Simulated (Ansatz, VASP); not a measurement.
This is a calculation of O for Ansatz 0.2.0.

The input input.yaml:

```yaml
crystal:
  lattice:
    - [2.8702868662, -1.6734256379, 0.0]
    - [2.8702868662, 1.6734256379, 0.0]
    - [-2.4103494245, 0.0, 3.6712035365]
  atoms:
    - { symbol: O, position: [0.97454617, 0.97454617, 0.84442598] }
    - { symbol: O, position: [0.02545383, 0.02545383, 0.15557402] }
hamiltonian:
  xc: pbe
  pseudopotentials: { kind: paw }
kpoints:
  mp_grid: { grid: [10, 10, 7] }
scf:
  occupations: { method: fermi_dirac, width: 0.05 }
output:
  forces: true
  stress: true
  eigenvalues: true
```

Potentials or basis: Ansatz PAW.

Launch:

```bash
$ ansatz run input.yaml --threads 2 --pin off --max-ram 5120MiB --backend cpu --events-out ev --progress --plain --runs-dir out
```

Problem. Translate it to VASP 6.6.1. Potentials there: VASP PAW PBE potentials, release 64 (O).

Solution. As run (the cutoff follows the program's own potentials):

INCAR

```
ALGO     = Normal         # electronic algorithm
EDIFF    = 1E-7           # SCF threshold, eV
ENCUT    = 520            # plane-wave cutoff, eV
GGA      = PE             # functional
ISIF     = 2              # what is computed and relaxed
ISMEAR   = -1             # smearing method
LASPH    = True           # aspherical terms in the spheres
LCHARG   = False          # write CHGCAR
LREAL    = False          # projectors in reciprocal space
LWAVE    = False          # write WAVECAR
NBANDS   = 13             # bands
NELM     = 60             # most SCF steps
PREC     = Accurate       # precision mode
SIGMA    = 0.05           # smearing width, eV
```

File KPOINTS:

```
k-points
0
Gamma
  10 10 7
```

POSCAR

```
O
1.0
    2.8702868662     -1.6734256379      0.0000000000
    2.8702868662      1.6734256379      0.0000000000
   -2.4103494245      0.0000000000      3.6712035365
O
2
Direct
    0.9745461700      0.9745461700      0.8444259800
    0.0254538300      0.0254538300      0.1555740200
```

Potentials or basis: VASP PAW PBE potentials, release 64 (O).

The run is started by

```sh
$ cat potpaw_PBE.64/O/POTCAR > POTCAR
$ mpirun -np 1 vasp_std > vasp.out
```

Both were run:

|  | VASP | Ansatz | Ansatz less VASP |
| --- | --- | --- | --- |
| gap on the k mesh at the Fermi level (eV) | none | none | - |
| pressure (GPa) | -1.3 | -3.0 | -1.67 |
| traceless stress, the component that is largest in VASP (GPa) | -1.77 | 0.12 | +1.896 |
| rms of the force components (eV/Å) | 0.166 | 0.466 | +0.3001 |

Atom by atom the forces differ by 0.596 eV/Å (rms over components). A gap of «none» marks a metal or a gap that the smearing closes. One of these differences is far larger than is usual between the two programs; its cause wasn't traced. The functional is the same, so the differences come from potentials, cutoffs and numerics.

Noted on VASP's run: the standard files for N, O and F lose accuracy on very short bonds; spin is off for a triplet molecule. Noted on Ansatz's run: spin is off for a triplet molecule.
